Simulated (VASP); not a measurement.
Write the native input for VASP 6.6.1 that does the following.

```
Task                   : relaxation of cell and atoms
Functional             : PBE
Potentials or basis    : VASP PAW PBE potentials, release 64 (Zn, Se)
Cutoff                 : 600 eV
k mesh                 : 12 × 12 × 12
Occupations            : gaussian, width 0.01 eV
Spin                   : no spin polarisation
Dipole correction      : no
Further INCAR settings : ALGO = Normal; EDIFF = 1e-06; IBRION = 2; EDIFFG = -0.001; NSW = 80; ISIF = 3
```

The structure of ZnSe lies in POSCAR:

```
ZnSe
1.0
    0.0000000000      2.8338000000      2.8338000000
    2.8338000000      0.0000000000      2.8338000000
    2.8338000000      2.8338000000      0.0000000000
Zn Se
1 1
Direct
    0.0000000000      0.0000000000      0.0000000000
    0.2500000000      0.2500000000      0.2500000000
```

These files were run (other wordings do the same):

INCAR

```
PREC = Accurate
ENCUT = 600
EDIFF = 1E-6
ISMEAR = 0
SIGMA = 0.01
LREAL = F
LASPH = T
NELM = 100
ALGO = Normal
ISIF = 3
LWAVE = F
LCHARG = F
GGA = PE
IBRION = 2
NSW = 80
EDIFFG = -0.001
```

KPOINTS

```
Automatic mesh
0
Gamma
  12 12 12
```

Potentials or basis: VASP PAW PBE potentials, release 64 (Zn, Se).

Run with:

```bash
$ cat potpaw_PBE.64/Zn/POTCAR potpaw_PBE.64/Se/POTCAR > POTCAR
$ mpirun -np 1 vasp_std > vasp.out
```

Results of the run:

* Relaxed volume: 23.63 Å³/atom
* Relaxed cell: a = 4.058 Å, b = 4.058 Å, c = 4.058 Å, α = 60.00°, β = 60.00°, γ = 60.00°
* Space group after relaxing (to 0.05 Å): F-43m (No. 216)
* Energy gained by relaxing: 6.1 meV/atom
* Ionic steps: 11
* Pressure after relaxing: 0.0 GPa
* Band gap on the k mesh: 1.14 eV, direct

Run time: 2.4 min on 1 thread of Intel(R) Xeon(R) Platinum 8259CL CPU @ 2.50GHz (Skylake/Cascade Lake), on a shared host, peak memory 0.22 GiB.
